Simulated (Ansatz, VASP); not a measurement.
# Sn: VASP beside Ansatz

```
CELL_PARAMETERS angstrom
-2.89628 2.89628 1.57997
2.89628 -2.89628 1.57997
2.89628 2.89628 -1.57997
ATOMIC_POSITIONS crystal
Sn 0.00000 0.00000 0.00000
Sn 0.75000 0.25000 0.50000
```

Change from the starting cell: volume scaled by 0.98, crystal datasets.

Alike in both runs: task electric field gradients; functional PBE; k mesh 15 × 15 × 15; occupations fermi-dirac, width 0.05 eV; no spin polarisation.

|  | VASP | Ansatz |
| --- | --- | --- |
| version | VASP 6.6.1 | Ansatz 0.2.0 |
| potentials or method | VASP PAW PBE potentials, release 64 (Sn_d), cutoff 520 eV | all-electron PAW with datasets made for the crystal, scalar-relativistic |

VASP gave:

* pressure (GPa): 3.9
* traceless stress, the component that is largest in VASP (GPa): -0.71
* size of Vzz on the site where it differs most (V/Å²): 45.1

Task: What did Ansatz give for the same quantities?

Result: Pressure (GPa): 3.9; traceless stress, the component that is largest in VASP (GPa): -0.71; size of Vzz on the site where it differs most (V/Å²): 46.8.

Ansatz ran all-electron here, and VASP with PAW potentials.
